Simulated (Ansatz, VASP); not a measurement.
# Ag in VASP and in Ansatz

```
Ag
1.0
     0.00000    2.04500    2.04500
     2.04500    0.00000    2.04500
     2.04500    2.04500    0.00000
Ag
1
Direct
  0.00000 0.00000 0.00000
```

Alike in both runs: task relaxation of cell and atoms; functional r2SCAN; k mesh 23 × 23 × 23; no spin polarisation.

|  | VASP | Ansatz |
| --- | --- | --- |
| version | VASP 6.6.1 | Ansatz 0.2.0 |
| potentials or method | VASP PAW PBE potentials, release 64 (Ag) | plane-wave PAW, scalar-relativistic |
| plane-wave cutoff (eV) | 600 | 500 |
| occupations | methfessel-paxton of order 1, width 0.1 eV | cold, width 0.1 eV |
| valence electrons in the cell | 11 | 19 |

```tsv
	VASP	Ansatz	Ansatz less VASP
relaxed volume (Å³/atom)	17.31	17.31	-0.010
relaxed cell length with the largest relative difference (Å)	2.904	2.903	-0.0005
```

VASP's potentials were made for PBE, not for r2SCAN. VASP's potentials hold 11 valence electrons a cell and Ansatz's 19, so a difference there can come from the potentials and not from the codes.
